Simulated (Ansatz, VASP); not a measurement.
Two plane-wave programs on CsCdCl3

```
Cs Cd Cl
1.0
     5.20000    0.00000    0.00000
     0.00000    5.09600    0.00000
     0.00000    0.00000    5.20000
Cs Cd Cl
1 1 3
Direct
  0.00000 0.00000 0.00000
  0.50000 0.50000 0.50000
  0.00000 0.50000 0.50000
  0.50000 0.00000 0.50000
  0.50000 0.50000 0.00000
```

Change from the starting cell: strain -0.0200 x Voigt [0, 1, 0, 0, 0, 0], atoms carried along.

Alike in both runs: task single point; functional LDA; k mesh 6 × 6 × 6; occupations gaussian, width 0.05 eV; no spin polarisation.

|  | VASP | Ansatz |
| --- | --- | --- |
| version | VASP 6.6.1 | Ansatz 0.2.0 |
| potentials or method | VASP PAW LDA potentials, release 64 (Cs_sv, Cd, Cl), cutoff 520 eV | scalar-relativistic, plane waves, PAW |
| valence electrons in the cell | 42 | 50 |

VASP gave:

| Property | Result |
| --- | --- |
| gap on the k mesh at the Fermi level (eV) | 1.53 |
| least direct gap on the mesh (eV) | 2.21 |
| pressure (GPa) | -0.9 |
| traceless stress, the component that is largest in VASP (GPa) | 0.65 |

Which values does Ansatz return?

gap on the k mesh at the Fermi level (eV): 1.50; least direct gap on the mesh (eV): 2.19; pressure (GPa): -1.2; traceless stress, the component that is largest in VASP (GPa): 0.62.

LDA's correlation is that of Perdew and Zunger in VASP and of Perdew and Wang (1992) in Ansatz. VASP's potentials hold 42 valence electrons a cell and Ansatz's 50, so a difference there can come from the potentials and not from the codes.

Spin-orbit coupling is off throughout.
